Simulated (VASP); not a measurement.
# Si (Im-3m) in VASP: a series of runs, part 2 of 2

VASP 6.6.1. Earlier steps stand in the parts before.

## (3) Single point, PBE+D3(BJ)

This run uses another cell than the first one, of 12.93 Å³/atom, 0.926 times its volume.

INCAR reads:

```
PREC     = Accurate       # precision mode
ENCUT    = 500            # plane-wave cutoff, eV
EDIFF    = 1E-6           # SCF threshold, eV
ISMEAR   = 0              # smearing method
SIGMA    = 0.1            # smearing width, eV
LREAL    = F              # projectors in reciprocal space
LASPH    = T              # aspherical terms in the spheres
NELM     = 120            # most SCF steps
ALGO     = Normal         # electronic algorithm
ISIF     = 2              # what is computed and relaxed
LWAVE    = F              # write WAVECAR
LCHARG   = T              # write CHGCAR
GGA      = PE             # functional
IVDW     = 12             # dispersion correction
LELF     = T              # ELF
LVHAR    = T            
NBANDS   = 8              # bands
GGA_COMPAT= F
```

KPOINTS reads:

```
Automatic mesh
0
Gamma
  8 8 8
```

POSCAR reads:

```
Si
1.0
    1.4786256381      1.4786256381      1.4786256381
   -1.4786256381      1.4786256381      1.4786256381
   -1.4786256381     -1.4786256381      1.4786256381
Si
1
Direct
    0.0000000000      0.0000000000      0.0000000000
```

Potentials or basis: VASP PAW PBE potentials, release 64 (Si).

Command:

```sh
$ cat potpaw_PBE.64/Si/POTCAR > POTCAR
$ mpirun -np 1 vasp_std > vasp.out
```

Wall time 4.7 s (1 thread of Intel Xeon 8259CL, shared host); peak memory 0.13 GiB.

Results (log left out):

| Quantity | Value |
| --- | --- |
| Free energy | -5.3123 eV |
| Pressure | 9.2 GPa |
| Band gap on the k mesh | zero (band 2 reaches 24.69 eV, above the bottom of band 3 at 7.49 eV) |
| Dispersion energy per atom | -0.481 eV |

Levels at points of the mesh, in eV from the Fermi level:
| k point | band 1 | band 2 | band 3 | band 4 | band 5 |
| --- | --- | --- | --- | --- | --- |
| (0.00, 0.00, 0.00) | -15.47 | 13.02 | 13.02 | 13.02 | 13.03 |
| (0.50, 0.00, 0.00) | -7.35 | -7.27 | 6.18 | 7.61 | 8.89 |
| (0.50, 0.50, 0.50) | -0.60 | -0.60 | -0.60 | 1.85 | 1.85 |

Caveat: the k points lie up to 0.38 Å⁻¹ apart; three body term missing; pairwise dispersion overbinds metals, which lowers pressure and volume.

## (4) Single point, PBE+D3(BJ)

This run uses another cell than the first one, of 12.19 Å³/atom, 0.873 times its volume.

INCAR reads:

```
SYSTEM = Si
PREC = Accurate ; ENCUT = 500
EDIFF = 1E-6 ; ISMEAR = 0
SIGMA = 0.1 ; LREAL = .FALSE.
LASPH = .TRUE. ; NELM = 120
ALGO = Normal ; ISIF = 2
LWAVE = .FALSE. ; LCHARG = .FALSE.
GGA = PE ; IVDW = 12
NBANDS = 8 ; GGA_COMPAT = .FALSE.
```

KPOINTS reads:

```
regular mesh
0
G
  8 8 8
  0 0 0
```

POSCAR reads:

```
Si
1.0
    1.4499407989      1.4499407989      1.4499407989
   -1.4499407989      1.4499407989      1.4499407989
   -1.4499407989     -1.4499407989      1.4499407989
Si
1
Direct
    0.0000000000      0.0000000000      0.0000000000
```

Command:

```sh
$ cat potpaw_PBE.64/Si/POTCAR > POTCAR
$ mpirun -np 1 vasp_std > vasp.out
```

Run time: 3.4 s. Hardware: 1 thread of Intel Xeon 8259CL, shared host; peak memory 0.12 GiB.

It converged, with:

| Item | Value |
| --- | --- |
| Free energy | -5.2484 eV |
| Pressure | 19.0 GPa |
| Band gap on the k mesh | zero (band 2 reaches 25.84 eV, above the bottom of band 3 at 8.43 eV) |
| Dispersion energy per atom | -0.511 eV |

Levels at points of the mesh, in eV from the Fermi level:
```tsv
k point	band 1	band 2	band 3	band 4	band 5
(0.00, 0.00, 0.00)	-16.07	13.30	13.30	13.30	13.90
(0.50, 0.00, 0.00)	-7.74	-7.44	6.58	7.63	9.30
(0.50, 0.50, 0.50)	-0.62	-0.62	-0.62	1.61	1.61
```

Caveat: the k points lie up to 0.38 Å⁻¹ apart; three body term missing; pairwise dispersion overbinds metals, which lowers pressure and volume.

## (5) Single point, PBE+D3(BJ)

This run uses another cell than the first one, of 11.61 Å³/atom, 0.832 times its volume.

INCAR reads:

```
ALGO = Normal ; EDIFF = 1E-6
ENCUT = 500 ; GGA = PE
GGA_COMPAT = F ; ISIF = 2
ISMEAR = 0 ; IVDW = 12
LASPH = T ; LCHARG = T
LELF = T ; LREAL = F
LVHAR = T ; LWAVE = F
NBANDS = 8 ; NELM = 120
PREC = Accurate ; SIGMA = 0.1
```

KPOINTS reads:

```
k-points
0
Gamma
  8 8 8
```

POSCAR reads:

```
Si
1.0
    1.4266470334      1.4266470334      1.4266470334
   -1.4266470334      1.4266470334      1.4266470334
   -1.4266470334     -1.4266470334      1.4266470334
Si
1
Direct
    0.0000000000      0.0000000000      0.0000000000
```

Command:

```sh
$ cat potpaw_PBE.64/Si/POTCAR > POTCAR
$ mpirun -np 1 vasp_std > vasp.out
```

Run time: 4.2 s. Hardware: 1 thread of Intel Xeon 8259CL, shared host; peak memory 0.12 GiB.

Results (log left out):

```yaml
Free_energy: -5.1628 eV
Pressure: 28.8 GPa
Band_gap_on_the_k_mesh: zero (band 2 reaches 26.83 eV, above the bottom of band 3 at 9.23 eV)
Dispersion_energy_per_atom: -0.538 eV
```

Levels at points of the mesh, in eV from the Fermi level:
```csv
k point,band 1,band 2,band 3,band 4,band 5,band 6
"(0.00, 0.00, 0.00)",-16.58,13.54,13.54,13.54,14.67,14.67
"(0.50, 0.00, 0.00)",-8.08,-7.59,6.93,7.65,9.65,11.51
"(0.50, 0.50, 0.50)",-0.62,-0.62,-0.62,1.40,1.40,3.80
```

Caveat: the k points lie up to 0.39 Å⁻¹ apart; three body term missing; pairwise dispersion overbinds metals, which lowers pressure and volume.

## (6) Single point, PBE+D3(BJ)

This run uses another cell than the first one, of 15.33 Å³/atom, 1.098 times its volume.

INCAR reads:

```
PREC     = Accurate       # precision mode
ENCUT    = 500            # plane-wave cutoff, eV
EDIFF    = 1E-6           # SCF threshold, eV
ISMEAR   = 0              # smearing method
SIGMA    = 0.1            # smearing width, eV
LREAL    = F              # projectors in reciprocal space
LASPH    = T              # aspherical terms in the spheres
NELM     = 120            # most SCF steps
ALGO     = Normal         # electronic algorithm
ISIF     = 2              # what is computed and relaxed
LWAVE    = F              # write WAVECAR
LCHARG   = T              # write CHGCAR
GGA      = PE             # functional
IVDW     = 12             # dispersion correction
LELF     = T              # ELF
LVHAR    = T            
NBANDS   = 8              # bands
GGA_COMPAT= F
```

KPOINTS reads:

```
Automatic mesh
0
Gamma
  8 8 8
```

POSCAR reads:

```
Si
1.0
    1.5650000000      1.5650000000      1.5650000000
   -1.5650000000      1.5650000000      1.5650000000
   -1.5650000000     -1.5650000000      1.5650000000
Si
1
Direct
    0.0000000000      0.0000000000      0.0000000000
```

Potentials or basis: VASP PAW PBE potentials, release 64 (Si).

Command:

```sh
$ cat potpaw_PBE.64/Si/POTCAR > POTCAR
$ mpirun -np 1 vasp_std > vasp.out
```

Run time: 4.7 s. Hardware: 1 thread of Intel Xeon 8259CL, shared host; peak memory 0.13 GiB.

It converged, with:

```yaml
Free_energy: -5.2944 eV
Pressure: -8.8 GPa
Band_gap_on_the_k_mesh: zero (band 2 reaches 20.09 eV, above the bottom of band 3 at 5.70 eV)
Dispersion_energy_per_atom: -0.403 eV
```

Levels at points of the mesh, in eV from the Fermi level:
```csv
k point,band 1,band 2,band 3,band 4,band 5,band 6,band 7
"(0.00, 0.00, 0.00)",-13.84,10.75,10.75,10.75,12.29,12.29,12.29
"(0.50, 0.00, 0.00)",-6.84,-6.25,5.16,7.54,7.75,9.51,19.71
"(0.50, 0.50, 0.50)",-0.52,-0.52,-0.52,0.62,2.48,2.48,23.92
```

Caveat: three body term missing; pairwise dispersion overbinds metals, which lowers pressure and volume.

## (7) Single point, PBE+D3(BJ)

This run uses another cell than the first one, of 15.33 Å³/atom, 1.098 times its volume.

INCAR reads:

```
SYSTEM = Si
ALGO = Normal
EDIFF = 1E-6
ENCUT = 500
GGA = PE
GGA_COMPAT = .False.
ISIF = 2
ISMEAR = 0
IVDW = 12
LASPH = .True.
LCHARG = .False.
LREAL = .False.
LWAVE = .False.
NBANDS = 8
NELM = 120
PREC = Accurate
SIGMA = 0.1
```

KPOINTS reads:

```
k-points
0
Gamma
  8 8 8
  0 0 0
```

POSCAR is that of step 6.

Command:

```sh
$ cat potpaw_PBE.64/Si/POTCAR > POTCAR
$ mpirun -np 1 vasp_std > vasp.out
```

Run time: 4 s. Hardware: 1 thread of Intel Xeon 8259CL, shared host; peak memory 0.13 GiB.

Results (log left out):

```yaml
Free_energy: -5.2944 eV
Pressure: -8.8 GPa
Band_gap_on_the_k_mesh: zero (band 2 reaches 20.09 eV, above the bottom of band 3 at 5.70 eV)
Dispersion_energy_per_atom: -0.403 eV
```

Levels at points of the mesh, in eV from the Fermi level:
```
           k point  band 1  band 2  band 3  band 4  band 5
(0.00, 0.00, 0.00)  -13.84   10.75   10.75   10.75   12.29
(0.50, 0.00, 0.00)   -6.84   -6.25    5.16    7.54    7.75
(0.50, 0.50, 0.50)   -0.52   -0.52   -0.52    0.62    2.48
```

Caveat: three body term missing; pairwise dispersion overbinds metals, which lowers pressure and volume.

## (8) Overview

| cell | gap on the mesh (eV) | pressure (GPa) |
| --- | --- | --- |
| a = 2.627 Å, angles 70.5, 109.5, 70.5°, 1 atom | none | -0.6 |
| a = 2.561 Å, angles 70.5, 109.5, 70.5°, 1 atom | none | 9.2 |
| a = 2.511 Å, angles 70.5, 109.5, 70.5°, 1 atom | none | 19.0 |
| a = 2.471 Å, angles 70.5, 109.5, 70.5°, 1 atom | none | 28.8 |
| a = 2.711 Å, angles 70.5, 109.5, 70.5°, 1 atom | none | -8.8 |

Alike in all rows: task single point; level PBE+D3(BJ); potentials or basis VASP PAW PBE potentials, release 64 (Si); no spin polarisation; k mesh 8 × 8 × 8; cutoff (eV) 500; smearing gaussian 0.1 eV.

Caveats: some runs use coarse meshes; three body term missing; pairwise dispersion overbinds metals, which lowers pressure and volume.

Absolute energies hang on the potentials; compare differences alone.
